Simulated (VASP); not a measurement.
# BaHfO3 in VASP: settings compared

Aim: see how the results for BaHfO3 move with the level of theory and the settings. Levels: PBE, LDA, r2SCAN. Tasks: single point.

Everything below comes from runs of VASP 6.6.1. Logs are shortened: lines on timing, memory, paths and dates and some standing lists are left out, and cuts for length are marked.

### Step 1. The cell of the first run

The structure is cubic, space group Pm-3m (No. 221). The conventional cell has a = 4.177 Å, b = 4.177 Å, c = 4.177 Å, α = 90.00°, β = 90.00°, γ = 90.00°. Ba (site symmetry m-3m) has 12 O at 2.95 Å and 8 Hf at 3.62 Å within 3.9 Å. Hf (site symmetry m-3m) has 6 O at 2.09 Å within 2.8 Å. Within 2.8 Å of O (site symmetry 4/mmm) lie 2 Hf at 2.09 Å.

### Step 2. Single point, PBE

Input file INCAR:

```
PREC = Accurate
ENCUT = 520
EDIFF = 1E-6
ISMEAR = -1
SIGMA = 0.02
LREAL = False
LASPH = True
NELM = 60
ALGO = Normal
ISIF = 2
LWAVE = False
LCHARG = False
GGA = PE
NBANDS = 27
```

Input file KPOINTS:

```
regular mesh
0
Gamma
  6 6 6
```

Input file POSCAR:

```
BaHfO3
1.0
    4.1770517733      0.0000000000      0.0000000000
    0.0000000000      4.1770517733      0.0000000000
    0.0000000000      0.0000000000      4.1770487555
Ba Hf O
1 1 3
Direct
    0.5000000000      0.5000000000      0.9979971618
    0.0000000000      0.0000000000      0.4979944599
    0.0000000000      0.5000000000      0.4980131256
    0.5000000000      0.0000000000      0.4980131256
    0.0000000000      0.0000000000      0.9980039171
```

Potentials or basis: VASP PAW PBE potentials, release 64 (Ba_sv, Hf_pv, O).

Run with:

```sh
cat potpaw_PBE.64/Ba_sv/POTCAR potpaw_PBE.64/Hf_pv/POTCAR potpaw_PBE.64/O/POTCAR > POTCAR
mpirun -np 1 vasp_std > vasp.out
```

OUTCAR:

```text
PREC = Accurate
   ENCUT = 520
   EDIFF = 1E-6
   ISMEAR = -1
   LREAL = False
   LASPH = True
   NELM = 60
   ISIF = 2
   GGA = PE

 ion  position               nearest neighbor table
   1  0.500  0.500  0.998-   3 2.95   4 2.95   4 2.95   3 2.95   5 2.95   5 2.95   5 2.95   5 2.95
                             3 2.95   4 2.95   4 2.95   3 2.95   2 3.62   2 3.62   2 3.62   2 3.62
   2  0.000  0.000  0.498-   5 2.09   4 2.09   3 2.09   3 2.09   4 2.09   5 2.09   1 3.62   1 3.62
                             1 3.62   1 3.62   1 3.62   1 3.62   1 3.62   1 3.62
   3  0.000  0.500  0.498-   2 2.09   2 2.09   1 2.95   1 2.95   1 2.95   1 2.95
   4  0.500  0.000  0.498-   2 2.09   2 2.09   1 2.95   1 2.95   1 2.95   1 2.95
   5  0.000  0.000  0.998-   2 2.09   2 2.09   1 2.95   1 2.95   1 2.95   1 2.95

  LATTYP: Found a simple cubic cell.
 ALAT       =     4.1770517733

  Lattice vectors:

 A1 = (   4.1770517733,   0.0000000000,   0.0000000000)
 A2 = (   0.0000000000,   4.1770517733,   0.0000000000)
 A3 = (   0.0000000000,   0.0000000000,   4.1770487555)

Analysis of symmetry for initial positions (statically):
=====================================================================
 Subroutine PRICEL returns:
 Original cell was already a primitive cell.

 Routine SETGRP: Setting up the symmetry group for a
 simple cubic supercell.

 Subroutine GETGRP returns: Found  8 space group operations
 (whereof  8 operations were pure point group operations)
 out of a pool of 48 trial point group operations.

The static configuration has the point symmetry C_4v.

Analysis of symmetry for dynamics (positions and initial velocities):
=====================================================================
 Subroutine PRICEL returns:
 Original cell was already a primitive cell.

 Routine SETGRP: Setting up the symmetry group for a
 simple cubic supercell.

 Subroutine GETGRP returns: Found  8 space group operations
 (whereof  8 operations were pure point group operations)
 out of a pool of 48 trial point group operations.

The dynamic configuration has the point symmetry C_4v.

 Subroutine INISYM returns: Found  8 space group operations
 (whereof  8 operations are pure point group operations),
 and found     1 'primitive' translations

----------------------------------------------------------------------------------------

                                     Primitive cell

  volume of cell :      72.8802

  direct lattice vectors                    reciprocal lattice vectors
     4.177051773  0.000000000  0.000000000     0.239403305  0.000000000  0.000000000
     0.000000000  4.177051773  0.000000000     0.000000000  0.239403305  0.000000000
     0.000000000  0.000000000  4.177048756     0.000000000  0.000000000  0.239403478

  length of vectors
     4.177051773  4.177051773  4.177048756     0.239403305  0.239403305  0.239403478

  position of ions in fractional coordinates (direct lattice)
     0.500000000  0.500000000  0.997997162
     0.000000000  0.000000000  0.497994460
     0.000000000  0.500000000  0.498013126
     0.500000000  0.000000000  0.498013126
     0.000000000  0.000000000  0.998003917

  ion indices of the primitive-cell ions
   primitive index   ion index
                 1           1
                 2           2
                 3           3
                 4           4
                 5           5

----------------------------------------------------------------------------------------

 KPOINTS: regular mesh

Automatic generation of k-mesh.
 Grid dimensions read from file:
 generate k-points for:    6    6    6

 Generating k-lattice:

  Cartesian coordinates                     Fractional coordinates (reciprocal lattice)
     0.039900551  0.000000000  0.000000000     0.166666667  0.000000000  0.000000000
     0.000000000  0.039900551  0.000000000     0.000000000  0.166666667  0.000000000
     0.000000000  0.000000000  0.039900580     0.000000000  0.000000000  0.166666667

  Length of vectors
     0.039900551  0.039900551  0.039900580

  Shift w.r.t. Gamma in fractional coordinates (k-lattice)
     0.000000000  0.000000000  0.000000000

 Subroutine IBZKPT returns following result:
 ===========================================

 Found     40 irreducible k-points:

 Following reciprocal coordinates:
            Coordinates               Weight
  0.000000  0.000000  0.000000      1.000000
  0.166667  0.000000  0.000000      4.000000
  0.000000  0.000000  0.166667      2.000000
  0.333333  0.000000  0.000000      4.000000
  0.000000  0.000000  0.333333      2.000000
  0.500000  0.000000  0.000000      2.000000
[... 16 lines left out ...]
  0.166667  0.166667  0.166667      8.000000
  0.333333  0.166667  0.166667     16.000000
 [... further k-points ...]
   k-points           NKPTS =     40   k-points in BZ     NKDIM =     40   number of bands    NBANDS=     27
   number of dos      NEDOS =    301   number of ions     NIONS =      5
   total plane-waves  NPLWV =  32768
   dimension x,y,z NGX =    32 NGY =   32 NGZ =   32
   dimension x,y,z NGXF=    64 NGYF=   64 NGZF=   64
   ions per type =               1   1   3
   NGX,Y,Z   is equivalent  to a cutoff of  12.74, 12.74, 12.74 a.u.
   NGXF,Y,Z  is equivalent  to a cutoff of  25.47, 25.47, 25.47 a.u.
 SYSTEM =  unknown system
   PREC   = accura    normal or accurate (medium, high low for compatibility)
   ISTART =      0    job   : 0-new  1-cont  2-samecut
   ICHARG =      2    charge: 1-file 2-atom 10-const
   ISPIN  =      1    spin polarized calculation?
   LNONCOLLINEAR =      F non collinear calculations
   LSORBIT =      F    spin-orbit coupling
   LASPH  =      T    aspherical Exc in radial PAW
   ENCUT  =  520.0 eV  38.22 Ry    6.18 a.u.   7.77  7.77  7.77*2*pi/ulx,y,z
   NELM   =     60;   NELMIN=  2; NELMDL= -5     # of ELM steps
   EDIFF  = 0.1E-05   stopping-criterion for ELM
   LREAL  =      F    real-space projection
   EDIFFG = 0.1E-04   stopping-criterion for IOM
   NSW    =      0    number of steps for IOM
   IBRION =     -1    ionic relax: 0-MD 1-quasi-New 2-CG
   NFREE  =      0    steps in history (QN), initial steepest desc. (CG)
   ISIF   =      2    stress and relaxation
   ISYM   =      2    0-nonsym 1-usesym 2-fastsym
   POTIM  = 0.5000    time-step for ionic-motion
   TEBEG  =    0.0;   TEEND  =   0.0 temperature during run
   PSTRESS=    0.0 pullay stress
   NELECT =      38.0000    total number of electrons
   NUPDOWN=      -1.0000    fix difference up-down
   EMIN   =  10.00;   EMAX   =-10.00  energy-range for DOS
   EFERMI =   0.00;   METHOD = LEGACY
   ISMEAR =    -1;   SIGMA  =   0.02  broadening in eV -4-tet -1-fermi 0-gaus
   EFERMI_NEDOS =   21; number of points for ismear=-14 and -15
   IALGO  =     38    algorithm
   IMIX   =      4    mixing-type and parameters
     AMIX     =   0.40;   BMIX     =  1.00
     AMIX_MAG =   1.60;   BMIX_MAG =  1.00
  volume/ion in A,a.u.               =      14.58        98.36
  Fermi-wavevector in a.u.,A,eV,Ry     =   1.317649  2.489995 23.622406  1.736198
  Thomas-Fermi vector in A             =   2.447675
   LORBIT       =      0    0 simple, 1 ext, 2 COOP (PROOUT), +10 PAW based schemes
   GGA     = PE    functional components
   LHFCALC =     F    Hartree Fock is set to
   AEXX    =    0.0000 exact exchange contribution
   IVDW    =     0    specifies the selected vdW correction
   LEPSILON=     F    determine dielectric tensor
   LRPA    =     F    only Hartree local field effects (RPA)
 non-spin polarized calculation
  energy-cutoff  :      520.00
  volume of cell :       72.88
 maximum number of plane-waves:      1984
 NGX is ok and might be reduce to    32
   NGX = 15   NGY = 15   NGZ = 15

 number of electron      38.0000004 magnetization

 Free energy of the ion-electron system (eV)
  ---------------------------------------------------
  ext. energy  EPLUGINS =         0.00000000
  ---------------------------------------------------
  free energy    TOTEN  =       -43.54599145 eV

  energy without entropy =      -43.54599145  energy(sigma->0) =      -43.54599145

 E-fermi :   2.9699     XC(G=0): -10.8234

 val. band max:        2.4403196090   @ k =   0.5000   0.5000   0.5000
 cond. band min:       6.0167791605   @ k =   0.0000   0.0000   0.0000
 fundamental gap:      3.5764595515
 Fermi energy:         2.9699354432

 k-point     1 :       0.0000    0.0000    0.0000
  band No.  band energies     occupation
      1     -26.3560      2.00000
      2     -26.3560      2.00000
      3     -26.3560      2.00000
      4     -22.8204      2.00000
      5     -14.2319      2.00000
      6     -13.6957      2.00000
[... 19 lines left out ...]
     26      10.9231      0.00000
     27      10.9238      0.00000

 k-point     2 :       0.1667    0.0000    0.0000
  band No.  band energies     occupation
      1     -26.3896      2.00000
      2     -26.3550      2.00000
      3     -26.3550      2.00000
      4     -22.8021      2.00000
      5     -14.2163      2.00000
      6     -13.6897      2.00000
[... 19 lines left out ...]
     26      10.8779      0.00000
     27      10.9242      0.00000

 k-point     3 :       0.0000    0.0000    0.1667
  band No.  band energies     occupation
      1     -26.3896      2.00000
      2     -26.3550      2.00000
      3     -26.3550      2.00000
      4     -22.8021      2.00000
      5     -14.2162      2.00000
      6     -13.6897      2.00000
[... 19 lines left out ...]
     26      10.8779      0.00000
     27      11.1036      0.00000

 k-point     4 :       0.3333    0.0000    0.0000
  band No.  band energies     occupation
      1     -26.4552      2.00000
      2     -26.3529      2.00000
      3     -26.3529      2.00000
      4     -22.7657      2.00000
      5     -14.2818      2.00000
      6     -13.6775      2.00000
[... 19 lines left out ...]
     26      10.2143      0.00000
     27      10.9159      0.00000
[... 516 lines left out ...]
      4     -22.7174      2.00000
      5     -13.9174      2.00000
      6     -13.1092      2.00000
[... 19 lines left out ...]
     26      11.9142      0.00000
     27      11.9406      0.00000

 k-point    23 :       0.1667    0.1667    0.1667
  band No.  band energies     occupation
      1     -26.3890      2.00000
      2     -26.3857      2.00000
      3     -26.3857      2.00000
      4     -22.7729      2.00000
      5     -14.0582      2.00000
      6     -13.5445      2.00000
[... 19 lines left out ...]
     26      11.1262      0.00000
     27      11.3296      0.00000

 k-point    24 :       0.3333    0.1667    0.1667
  band No.  band energies     occupation
      1     -26.4511      2.00000
      2     -26.3848      2.00000
      3     -26.3835      2.00000
      4     -22.7457      2.00000
      5     -14.0125      2.00000
      6     -13.5225      2.00000
[... 19 lines left out ...]
     26      10.9043      0.00000
     27      11.0645      0.00000

 [... further k-points ...]
[... 5 lines left out ...]
  --------------------------------------------------------------------------------------
  -------------------------------------------------------------------------------------
  Total        1.2969368      1.2969368      1.2972825      0.0000000      0.0000000      0.0000000
  in kB       28.5115042     28.5115042     28.5191048      0.0000000      0.0000000      0.0000000
  external PRESSURE =      28.5140377 kB  Pullay stress =       0.0000000 kB

 VOLUME and BASIS-vectors are now :
 -----------------------------------------------------------------------------
  energy-cutoff  :      520.00
  volume of cell :       72.88
      direct lattice vectors                 reciprocal lattice vectors
     4.177051773  0.000000000  0.000000000     0.239403305  0.000000000  0.000000000
     0.000000000  4.177051773  0.000000000     0.000000000  0.239403305  0.000000000
     0.000000000  0.000000000  4.177048756     0.000000000  0.000000000  0.239403478

 POSITION                                       TOTAL-FORCE (eV/Angst)
 -----------------------------------------------------------------------------------
      2.08853      2.08853      4.16868        -0.000000     -0.000000      0.000029
      0.00000      0.00000      2.08015        -0.000000      0.000000      0.000322
      0.00000      2.08853      2.08023        -0.000000     -0.000000     -0.000199
      2.08853      0.00000      2.08023         0.000000      0.000000     -0.000199
      0.00000      0.00000      4.16871        -0.000000      0.000000      0.000048
 -----------------------------------------------------------------------------------
    total drift:                                0.000000     -0.000000     -0.000017

  FREE ENERGIE OF THE ION-ELECTRON SYSTEM (eV)
  ---------------------------------------------------
  free  energy   TOTEN  =       -43.5459914521 eV

  energy  without entropy=      -43.5459914521  energy(sigma->0) =      -43.54599145
```

Run time: 24 s. Hardware: 1 thread of Intel Xeon 6975P-C (Granite Rapids), shared host; peak memory 0.22 GiB.

What came out:

```yaml
Free_energy: -43.5460 eV
Pressure: 2.9 GPa
Band_gap_on_the_k_mesh: 3.58 eV, indirect (least direct gap 3.80 eV)
```

Caveat: spin-orbit coupling is left out, which moves the levels of the heavy elements. A k mesh can miss the band edges.

### Step 3. Single point, LDA

Input file INCAR:

```
ALGO = Normal
EDIFF = 1E-6
ENCUT = 520
GGA = CA
ISIF = 2
ISMEAR = 0
LASPH = T
LCHARG = T
LELF = T
LREAL = F
LVHAR = T
LWAVE = F
NBANDS = 27
NELM = 80
PREC = Accurate
SIGMA = 0.01
```

Input file KPOINTS:

```
k-points
0
Gamma
  6 6 6
```

POSCAR is that of step 2.

Potentials or basis: VASP PAW LDA potentials, release 64 (Ba_sv, Hf_pv, O).

Run with:

```sh
cat potpaw_LDA.64/Ba_sv/POTCAR potpaw_LDA.64/Hf_pv/POTCAR potpaw_LDA.64/O/POTCAR > POTCAR
mpirun -np 1 vasp_std > vasp.out
```

OUTCAR:

```text
EDIFF = 1E-6
   ENCUT = 520
   GGA = CA
   ISIF = 2
   ISMEAR = 0
   LASPH = T
   LREAL = F
   NELM = 80
   PREC = Accurate

 ion  position               nearest neighbor table
   1  0.500  0.500  0.998-   3 2.95   4 2.95   4 2.95   3 2.95   5 2.95   5 2.95   5 2.95   5 2.95
                             3 2.95   4 2.95   4 2.95   3 2.95   2 3.62   2 3.62   2 3.62   2 3.62
   2  0.000  0.000  0.498-   5 2.09   4 2.09   3 2.09   3 2.09   4 2.09   5 2.09   1 3.62   1 3.62
                             1 3.62   1 3.62   1 3.62   1 3.62   1 3.62   1 3.62
   3  0.000  0.500  0.498-   2 2.09   2 2.09   1 2.95   1 2.95   1 2.95   1 2.95
   4  0.500  0.000  0.498-   2 2.09   2 2.09   1 2.95   1 2.95   1 2.95   1 2.95
   5  0.000  0.000  0.998-   2 2.09   2 2.09   1 2.95   1 2.95   1 2.95   1 2.95

  LATTYP: Found a simple cubic cell.
 ALAT       =     4.1770517733

  Lattice vectors:

 A1 = (   4.1770517733,   0.0000000000,   0.0000000000)
 A2 = (   0.0000000000,   4.1770517733,   0.0000000000)
 A3 = (   0.0000000000,   0.0000000000,   4.1770487555)

Analysis of symmetry for initial positions (statically):
=====================================================================
 Subroutine PRICEL returns:
[... 174 lines left out ...]
  free energy    TOTEN  =       -47.59598026 eV

  energy without entropy =      -47.59598026  energy(sigma->0) =      -47.59598026

 E-fermi :   2.2217     XC(G=0): -11.2799

 val. band max:        2.1479301705   @ k =   0.5000   0.5000   0.5000
 cond. band min:       5.5515557426   @ k =   0.0000   0.0000   0.0000
 fundamental gap:      3.4036255722
 Fermi energy:         2.2216894692

 k-point     1 :       0.0000    0.0000    0.0000
  band No.  band energies     occupation
      1     -26.4602      2.00000
      2     -26.4602      2.00000
      3     -26.4602      2.00000
      4     -22.9312      2.00000
      5     -14.2192      2.00000
      6     -13.6544      2.00000
[... 709 lines left out ...]
     26      10.5817      0.00000
     27      10.7369      0.00000

 [... further k-points ...]
[... 5 lines left out ...]
  --------------------------------------------------------------------------------------
  -------------------------------------------------------------------------------------
  Total       -3.0740125     -3.0740125     -3.0735141      0.0000000      0.0000000      0.0000000
  in kB      -67.5782506    -67.5782506    -67.5672937      0.0000000      0.0000000      0.0000000
  external PRESSURE =     -67.5745983 kB  Pullay stress =       0.0000000 kB

 VOLUME and BASIS-vectors are now :
 -----------------------------------------------------------------------------
  energy-cutoff  :      520.00
  volume of cell :       72.88
      direct lattice vectors                 reciprocal lattice vectors
     4.177051773  0.000000000  0.000000000     0.239403305  0.000000000  0.000000000
     0.000000000  4.177051773  0.000000000     0.000000000  0.239403305  0.000000000
     0.000000000  0.000000000  4.177048756     0.000000000  0.000000000  0.239403478

 POSITION                                       TOTAL-FORCE (eV/Angst)
 -----------------------------------------------------------------------------------
      2.08853      2.08853      4.16868         0.000000      0.000000     -0.000026
      0.00000      0.00000      2.08015         0.000000     -0.000000      0.000325
      0.00000      2.08853      2.08023        -0.000000     -0.000000     -0.000208
      2.08853      0.00000      2.08023         0.000000     -0.000000     -0.000208
      0.00000      0.00000      4.16871         0.000000     -0.000000      0.000115
 -----------------------------------------------------------------------------------
    total drift:                                0.000000     -0.000000     -0.000048

  FREE ENERGIE OF THE ION-ELECTRON SYSTEM (eV)
  ---------------------------------------------------
  free  energy   TOTEN  =       -47.5959802564 eV

  energy  without entropy=      -47.5959802564  energy(sigma->0) =      -47.59598026
```

OSZICAR:

```text
N       E                     dE             d eps       ncg     rms          rms(c)
DAV:   1     0.200629396139E+03    0.20063E+03   -0.20410E+04  2160   0.135E+03
DAV:   2    -0.429423594851E+02   -0.24357E+03   -0.23509E+03  2809   0.305E+02
DAV:   3    -0.541749828759E+02   -0.11233E+02   -0.11179E+02  2788   0.627E+01
DAV:   4    -0.544379447740E+02   -0.26296E+00   -0.26273E+00  3199   0.735E+00
DAV:   5    -0.544406223129E+02   -0.26775E-02   -0.26772E-02  2769   0.622E-01    0.604E+01
DAV:   6    -0.479594711233E+02    0.64812E+01   -0.32932E+01  2417   0.318E+01    0.525E+01
DAV:   7    -0.476826355304E+02    0.27684E+00   -0.20860E+00  2730   0.874E+00    0.334E+01
DAV:   8    -0.476158976368E+02    0.66738E-01   -0.31988E-01  2512   0.406E+00    0.711E+00
DAV:   9    -0.475965969473E+02    0.19301E-01   -0.61094E-02  2389   0.164E+00    0.232E+00
DAV:  10    -0.475961438380E+02    0.45311E-03   -0.74676E-03  2694   0.486E-01    0.825E-01
DAV:  11    -0.475959783248E+02    0.16551E-03   -0.87620E-04  2670   0.166E-01    0.321E-02
DAV:  12    -0.475959805018E+02   -0.21769E-05   -0.47480E-05  2804   0.420E-02    0.116E-01
DAV:  13    -0.475959802564E+02    0.24541E-06   -0.30796E-06  2663   0.110E-02
   1 F= -.47595980E+02 E0= -.47595980E+02  d E =-.183705E-27
```

It took 20 s on 1 thread of Intel Xeon 6975P-C (Granite Rapids), shared host; peak memory 0.2 GiB.

What came out:

```yaml
Free_energy: -47.5960 eV
Pressure: -6.8 GPa
Band_gap_on_the_k_mesh: 3.40 eV, indirect (least direct gap 3.62 eV)
```

Caveat: spin-orbit coupling is left out, which moves the levels of the heavy elements.

(Continued in part 2 of 2.)
